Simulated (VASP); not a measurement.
# Ir (P6_3/mmc) in VASP: notebook

Runs on Ir. Level: PBE. Tasks: single point.

All numbers are computed with VASP 6.6.1; they aren't measurements. Logs are shortened: lines on timing, memory, paths and dates and some standing lists are left out, and cuts for length are marked.

### 1 The cell of the first run

It takes space group P6_3/mmc (No. 194, hexagonal). Conventional cell: a = 2.751 Å, b = 2.751 Å, c = 4.507 Å, α = 90.00°, β = 90.00°, γ = 120.00°. Within 3.6 Å of Ir (site symmetry -6m2) lie 12 Ir at 2.75 to 2.76 Å.

### 2 Single point, PBE

Input file INCAR:

```
  PREC = Accurate
  ENCUT = 520
  EDIFF = 1E-7
  ISMEAR = -1
  SIGMA = 0.05
  LREAL = F
  LASPH = T
  NELM = 80
  ALGO = Normal
  ISIF = 2
  LWAVE = F
  LCHARG = F
  GGA = PE
  NBANDS = 16
```

Input file KPOINTS:

```
Automatic mesh
0
Gamma
  9 9 5
```

Input file POSCAR:

```
Ir
1.0
    2.7513778946      0.0000000000      0.0000000000
   -1.3756889473      2.3827631521      0.0000000000
    0.0000000000      0.0000000000      4.5069129000
Ir
2
Direct
    0.3333333333      0.6666666667      0.2500000000
    0.6666666667      0.3333333333      0.7500000000
```

Potentials or basis: VASP PAW PBE potentials, release 64 (Ir).

Command:

```console
$ cat potpaw_PBE.64/Ir/POTCAR > POTCAR
$ mpirun -np 1 vasp_std > vasp.out
```

OUTCAR:

```text
PREC = Accurate
   ENCUT = 520
   EDIFF = 1E-7
   ISMEAR = -1
   LREAL = F
   LASPH = T
   NELM = 80
   ISIF = 2
   GGA = PE

 ion  position               nearest neighbor table
   1  0.333  0.667  0.250-   2 2.76   2 2.76   2 2.76   2 2.76   2 2.76   2 2.76
   2  0.667  0.333  0.750-   1 2.76   1 2.76   1 2.76   1 2.76   1 2.76   1 2.76

  LATTYP: Found a hexagonal cell.
 ALAT       =     2.7513778946
 C/A-ratio  =     1.6380566657

  Lattice vectors:

 A1 = (   2.7513778946,   0.0000000000,   0.0000000000)
 A2 = (  -1.3756889473,   2.3827631521,   0.0000000000)
 A3 = (   0.0000000000,   0.0000000000,   4.5069129000)

Analysis of symmetry for initial positions (statically):
=====================================================================
 Subroutine PRICEL returns:
 Original cell was already a primitive cell.

 Routine SETGRP: Setting up the symmetry group for a
 hexagonal supercell.

 Subroutine GETGRP returns: Found 24 space group operations
 (whereof 12 operations were pure point group operations)
 out of a pool of 24 trial point group operations.

The static configuration has the point symmetry D_3d.
 The point group associated with its full space group is D_6h.

Analysis of symmetry for dynamics (positions and initial velocities):
=====================================================================
 Subroutine PRICEL returns:
 Original cell was already a primitive cell.

 Routine SETGRP: Setting up the symmetry group for a
 hexagonal supercell.

 Subroutine GETGRP returns: Found 24 space group operations
 (whereof 12 operations were pure point group operations)
 out of a pool of 24 trial point group operations.

The dynamic configuration has the point symmetry D_3d.
 The point group associated with its full space group is D_6h.

 Subroutine INISYM returns: Found 24 space group operations
 (whereof 12 operations are pure point group operations),
 and found     1 'primitive' translations

----------------------------------------------------------------------------------------

                                     Primitive cell

  volume of cell :      29.5468

  direct lattice vectors                    reciprocal lattice vectors
     2.751377895  0.000000000  0.000000000     0.363454254  0.209840411  0.000000000
    -1.375688947  2.382763152  0.000000000     0.000000000  0.419680823  0.000000000
     0.000000000  0.000000000  4.506912900     0.000000000  0.000000000  0.221881368

  length of vectors
     2.751377895  2.751377895  4.506912900     0.419680823  0.419680823  0.221881368

  position of ions in fractional coordinates (direct lattice)
     0.333333333  0.666666667  0.250000000
     0.666666667  0.333333333  0.750000000

  ion indices of the primitive-cell ions
   primitive index   ion index
                 1           1
                 2           2

----------------------------------------------------------------------------------------

 KPOINTS: Automatic mesh

Automatic generation of k-mesh.
 Grid dimensions read from file:
 generate k-points for:    9    9    5

 Generating k-lattice:

  Cartesian coordinates                     Fractional coordinates (reciprocal lattice)
     0.040383806  0.023315601  0.000000000     0.111111111  0.000000000  0.000000000
     0.000000000  0.046631203  0.000000000     0.000000000  0.111111111  0.000000000
     0.000000000  0.000000000  0.044376274     0.000000000  0.000000000  0.200000000

  Length of vectors
     0.046631203  0.046631203  0.044376274

  Shift w.r.t. Gamma in fractional coordinates (k-lattice)
     0.000000000  0.000000000  0.000000000

 Subroutine IBZKPT returns following result:
 ===========================================

 Found     36 irreducible k-points:

 Following reciprocal coordinates:
            Coordinates               Weight
  0.000000  0.000000  0.000000      1.000000
  0.111111 -0.000000  0.000000      6.000000
  0.222222 -0.000000  0.000000      6.000000
  0.333333  0.000000  0.000000      6.000000
  0.444444 -0.000000  0.000000      6.000000
  0.111111  0.111111  0.000000      6.000000
[... 16 lines left out ...]
  0.333333  0.222222  0.200000     24.000000
  0.333333  0.333333  0.200000      4.000000
 [... further k-points ...]
   k-points           NKPTS =     36   k-points in BZ     NKDIM =     36   number of bands    NBANDS=     16
   number of dos      NEDOS =    301   number of ions     NIONS =      2
   total plane-waves  NPLWV =  14400
   dimension x,y,z NGX =    20 NGY =   20 NGZ =   36
   dimension x,y,z NGXF=    40 NGYF=   40 NGZF=   72
   ions per type =               2
   NGX,Y,Z   is equivalent  to a cutoff of  12.08, 12.08, 13.28 a.u.
   NGXF,Y,Z  is equivalent  to a cutoff of  24.17, 24.17, 26.56 a.u.
 SYSTEM =  unknown system
   PREC   = accura    normal or accurate (medium, high low for compatibility)
   ISTART =      0    job   : 0-new  1-cont  2-samecut
   ICHARG =      2    charge: 1-file 2-atom 10-const
   ISPIN  =      1    spin polarized calculation?
   LNONCOLLINEAR =      F non collinear calculations
   LSORBIT =      F    spin-orbit coupling
   LASPH  =      T    aspherical Exc in radial PAW
   ENCUT  =  520.0 eV  38.22 Ry    6.18 a.u.   5.12  5.12  8.38*2*pi/ulx,y,z
   NELM   =     80;   NELMIN=  2; NELMDL= -5     # of ELM steps
   EDIFF  = 0.1E-06   stopping-criterion for ELM
   LREAL  =      F    real-space projection
   EDIFFG = 0.1E-05   stopping-criterion for IOM
   NSW    =      0    number of steps for IOM
   IBRION =     -1    ionic relax: 0-MD 1-quasi-New 2-CG
   NFREE  =      0    steps in history (QN), initial steepest desc. (CG)
   ISIF   =      2    stress and relaxation
   ISYM   =      2    0-nonsym 1-usesym 2-fastsym
   POTIM  = 0.5000    time-step for ionic-motion
   TEBEG  =    0.0;   TEEND  =   0.0 temperature during run
   PSTRESS=    0.0 pullay stress
   NELECT =      18.0000    total number of electrons
   NUPDOWN=      -1.0000    fix difference up-down
   EMIN   =  10.00;   EMAX   =-10.00  energy-range for DOS
   EFERMI =   0.00;   METHOD = LEGACY
   ISMEAR =    -1;   SIGMA  =   0.05  broadening in eV -4-tet -1-fermi 0-gaus
   EFERMI_NEDOS =   21; number of points for ismear=-14 and -15
   IALGO  =     38    algorithm
   IMIX   =      4    mixing-type and parameters
     AMIX     =   0.40;   BMIX     =  1.00
     AMIX_MAG =   1.60;   BMIX_MAG =  1.00
  volume/ion in A,a.u.               =      14.77        99.70
  Fermi-wavevector in a.u.,A,eV,Ry     =   1.387806  2.622574 26.204913  1.926007
  Thomas-Fermi vector in A             =   2.511993
   LORBIT       =      0    0 simple, 1 ext, 2 COOP (PROOUT), +10 PAW based schemes
   GGA     = PE    functional components
   LHFCALC =     F    Hartree Fock is set to
   AEXX    =    0.0000 exact exchange contribution
   IVDW    =     0    specifies the selected vdW correction
   LEPSILON=     F    determine dielectric tensor
   LRPA    =     F    only Hartree local field effects (RPA)
 non-spin polarized calculation
  energy-cutoff  :      520.00
  volume of cell :       29.55
 maximum number of plane-waves:       804
   NGX = 11   NGY = 11   NGZ = 17

 number of electron      18.0000001 magnetization

 Free energy of the ion-electron system (eV)
  ---------------------------------------------------
  ext. energy  EPLUGINS =         0.00000000
  ---------------------------------------------------
  free energy    TOTEN  =       -17.54602944 eV

  energy without entropy =      -17.52433151  energy(sigma->0) =      -17.53518048

 E-fermi :   9.6954     XC(G=0): -13.7324

 val. band max:        9.6814047764   @ k =   0.3333   0.3333   0.0000
 cond. band min:       9.7328271177   @ k =   0.3333   0.1111   0.2000
 fundamental gap:      0.0514223413
 Fermi energy:         9.6954141911

 k-point     1 :       0.0000    0.0000    0.0000
  band No.  band energies     occupation
      1      -0.9884      2.00000
      2       2.0191      2.00000
      3       5.9692      2.00000
      4       6.1934      2.00000
      5       6.1934      2.00000
      6       6.7851      2.00000
[... 8 lines left out ...]
     15      26.0601      0.00000
     16      27.1577      0.00000

 k-point     2 :       0.1111   -0.0000    0.0000
  band No.  band energies     occupation
      1      -0.5294      2.00000
      2       2.4218      2.00000
      3       5.5427      2.00000
      4       6.4565      2.00000
      5       6.5776      2.00000
      6       6.6514      2.00000
[... 8 lines left out ...]
     15      26.6425      0.00000
     16      27.6438      0.00000

 k-point     3 :       0.2222   -0.0000    0.0000
  band No.  band energies     occupation
      1       0.6871      2.00000
      2       3.1861      2.00000
      3       5.1235      2.00000
      4       5.2484      2.00000
      5       6.0384      2.00000
      6       6.7991      2.00000
[... 8 lines left out ...]
     15      26.1992      0.00000
     16      26.2663      0.00000

 k-point     4 :       0.3333    0.0000    0.0000
  band No.  band energies     occupation
      1       2.0331      2.00000
      2       3.0894      2.00000
      3       4.0047      2.00000
      4       5.5308      2.00000
      5       6.2946      2.00000
      6       6.3075      2.00000
[... 8 lines left out ...]
     15      23.4726      0.00000
     16      24.4655      0.00000
[... 324 lines left out ...]
 k-point    22 :       0.2222    0.2222    0.2000
  band No.  band energies     occupation
      1       3.0429      2.00000
      2       3.6136      2.00000
      3       4.3721      2.00000
      4       4.6181      2.00000
      5       5.8984      2.00000
      6       6.2748      2.00000
[... 8 lines left out ...]
     15      21.5748      0.00000
     16      24.8497      0.00000

 k-point    23 :       0.3333    0.2222    0.2000
  band No.  band energies     occupation
      1       3.1835      2.00000
      2       3.9692      2.00000
      3       4.1785      2.00000
      4       4.7157      2.00000
      5       5.6589      2.00000
      6       6.4145      2.00000
[... 8 lines left out ...]
     15      21.0161      0.00000
     16      23.6547      0.00000

 k-point    24 :       0.3333    0.3333    0.2000
  band No.  band energies     occupation
      1       3.6545      2.00000
      2       4.1133      2.00000
      3       4.1133      2.00000
      4       4.9906      2.00000
      5       5.8038      2.00000
      6       5.8038      2.00000
[... 8 lines left out ...]
     15      20.5981      0.00000
     16      21.5217      0.00000

 [... further k-points ...]

------------------------ aborting loop because EDIFF is reached ----------------------------------------

  FORCE on cell =-STRESS in cart. coord.  units (eV):
  Direction    XX          YY          ZZ          XY          YZ          ZX
  --------------------------------------------------------------------------------------
  -------------------------------------------------------------------------------------
  Total       -0.5232889     -0.5232889     -1.3642099     -0.0000000     -0.0000000      0.0000000
  in kB      -28.3753903    -28.3753903    -73.9744067     -0.0000000     -0.0000000      0.0000000
  external PRESSURE =     -43.5750624 kB  Pullay stress =       0.0000000 kB

 VOLUME and BASIS-vectors are now :
 -----------------------------------------------------------------------------
  energy-cutoff  :      520.00
  volume of cell :       29.55
      direct lattice vectors                 reciprocal lattice vectors
     2.751377895  0.000000000  0.000000000     0.363454254  0.209840411  0.000000000
    -1.375688947  2.382763152  0.000000000     0.000000000  0.419680823  0.000000000
     0.000000000  0.000000000  4.506912900     0.000000000  0.000000000  0.221881368

 POSITION                                       TOTAL-FORCE (eV/Angst)
 -----------------------------------------------------------------------------------
     -0.00000      1.58851      1.12673        -0.000000      0.000000      0.000000
      1.37569      0.79425      3.38018         0.000000     -0.000000      0.000000
 -----------------------------------------------------------------------------------
    total drift:                                0.000000     -0.000000     -0.000000

  FREE ENERGIE OF THE ION-ELECTRON SYSTEM (eV)
  ---------------------------------------------------
  free  energy   TOTEN  =       -17.5460294370 eV

  energy  without entropy=      -17.5243315132  energy(sigma->0) =      -17.53518048
```

It took 6.8 s on 1 thread of Intel Xeon 6975P-C (Granite Rapids), shared host; peak memory 0.14 GiB.

Results:

```yaml
Free_energy: -17.5460 eV
Pressure: -4.4 GPa
Band_gap_on_the_k_mesh: zero (band 9 reaches 10.61 eV, above the bottom of band 10 at 7.74 eV)
```

Stress tensor (GPa, compression positive):
```
-2.84  0.00  0.00
 0.00 -2.84  0.00
 0.00  0.00 -7.40
```

Caveat: spin-orbit coupling is left out, which moves the levels of the heavy elements.

### 3 Single point, PBE

This run uses another cell than the first one, of 14.92 Å³/atom, 1.010 times its volume.

Input file INCAR:

```
SYSTEM = Ir
  ALGO = Normal
  EDIFF = 1E-6
  ENCUT = 520
  GGA = PE
  ISIF = 2
  ISMEAR = -1
  LASPH = .TRUE.
  LCHARG = .TRUE.
  LELF = .TRUE.
  LREAL = .FALSE.
  LVHAR = .TRUE.
  LWAVE = .FALSE.
  NBANDS = 16
  NELM = 100
  PREC = Accurate
  SIGMA = 0.05
```

Input file KPOINTS:

```
k-points
0
G
  9 9 5
  0 0 0
```

Edit POSCAR of step 2 so:

```diff
@@ -4,3 +4,3 @@
    -1.3756889473      2.3827631521      0.0000000000
-    0.0000000000      0.0000000000      4.5069129000
+    0.0000000000      0.0000000000      4.5515358000
 Ir
```

Potentials or basis: VASP PAW PBE potentials, release 64 (Ir).

Command:

```console
$ cat potpaw_PBE.64/Ir/POTCAR > POTCAR
$ mpirun -np 1 vasp_std > vasp.out
```

Run time: 6.8 s. Hardware: 1 thread of Intel Xeon 6975P-C (Granite Rapids), shared host; peak memory 0.14 GiB.

It converged, with:

```yaml
Free_energy: -17.5275 eV
Pressure: -7.4 GPa
Band_gap_on_the_k_mesh: zero (band 9 reaches 10.39 eV, above the bottom of band 10 at 7.60 eV)
```

Stress tensor (GPa, compression positive):
```
 -4.56   0.00   0.00
  0.00  -4.56   0.00
  0.00   0.00 -12.99
```

Levels at points of the mesh, in eV from the Fermi level:
| k point | band 5 | band 6 | band 7 | band 8 | band 9 | band 10 | band 11 | band 12 | band 13 | band 14 |
| --- | --- | --- | --- | --- | --- | --- | --- | --- | --- | --- |
| (0.00, 0.00, 0.00) | -3.42 | -2.86 | -2.86 | -1.96 | -1.96 | -0.77 | 0.34 | 0.34 | 6.42 | 14.55 |

Caveat: spin-orbit coupling is left out, which moves the levels of the heavy elements.
